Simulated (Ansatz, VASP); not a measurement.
## One calculation of BeTe, two programs

File POSCAR:

```
BeTe
1.0
    0.0000000000      2.8286236274      2.8286236274
    2.8569098637      0.0000000000      2.8286236274
    2.8569098637      2.8286236274      0.0000000000
Be Te
1 1
Direct
    0.0000000000      0.0000000000      0.0000000000
    0.2500000000      0.2500000000      0.2500000000
```

INCAR.step1

```
SYSTEM = BeTe
PREC = Accurate ; ENCUT = 520
ISMEAR = 0 ; SIGMA = 0.01
LREAL = .False. ; LASPH = .True.
NELM = 100 ; NBANDS = 11
GGA = PE ; ALGO = Normal
EDIFF = 1E-4 ; LWAVE = .True.
LCHARG = .False.
```

Contents of INCAR.step2:

```
SYSTEM = BeTe
PREC = Accurate ; ENCUT = 520
EDIFF = 1E-6 ; ISMEAR = 0
SIGMA = 0.01 ; LREAL = .False.
LASPH = .True. ; NELM = 100
ALGO = Normal ; ISIF = 2
LWAVE = .False. ; LCHARG = .False.
METAGGA = R2SCAN ; LMIXTAU = .True.
NBANDS = 11 ; ISTART = 1
```

Contents of KPOINTS:

```
Automatic mesh
0
Gamma
  8 8 8
  0 0 0
```

Input for Ansatz:

```yaml
crystal:
  lattice:
    - [0.0, 2.8286236274, 2.8286236274]
    - [2.8569098637, 0.0, 2.8286236274]
    - [2.8569098637, 2.8286236274, 0.0]
  atoms:
    - { symbol: Be, position: [0.0, 0.0, 0.0] }
    - { symbol: Te, position: [0.25, 0.25, 0.25] }
kpoints:
  mp_grid: { grid: [8, 8, 8] }
  band_path:
    path:
      - [0.0, 0.0, 0.0]
      - [-0.5, -0.5, 0.0]
      - [-0.375, -0.375, 0.25]
      - [-0.375, 0.0, 0.375]
      - [0.0, 0.0, 0.5]
      - [-0.5, -0.25, 0.25]
    npoints: 1
hamiltonian:
  xc: r2scan
scf:
  occupations: { method: fixed }
  n_extra_bands: 4
output:
  forces: true
  stress: true
  eigenvalues: true
```

Change from the starting cell: uniaxial_x strain +1.0%.

Alike in both runs: task single point; functional r2SCAN; k mesh 8 × 8 × 8; no spin polarisation.

```csv
,VASP,Ansatz
version,VASP 6.6.1,Ansatz 0.2.0
potentials or method,"VASP PAW PBE potentials, release 64 (Be, Te)","plane waves, PAW"
plane-wave cutoff (eV),520,500
occupations,"gaussian, width 0.01 eV",fixed
valence electrons in the cell,8,18
```

|  | VASP | Ansatz | Ansatz less VASP |
| --- | --- | --- | --- |
| gap on the k mesh at the Fermi level (eV) | 2.35 | 2.36 | +0.006 |
| pressure (GPa) | -0.4 | -0.6 | -0.15 |
| traceless stress, the component that is largest in VASP (GPa) | -0.42 | -0.42 | -0.002 |

VASP's potentials were made for PBE, not for r2SCAN. VASP's potentials hold 8 valence electrons a cell and Ansatz's 18, so a difference there can come from the potentials and not from the codes.

Spin-orbit coupling is off throughout.
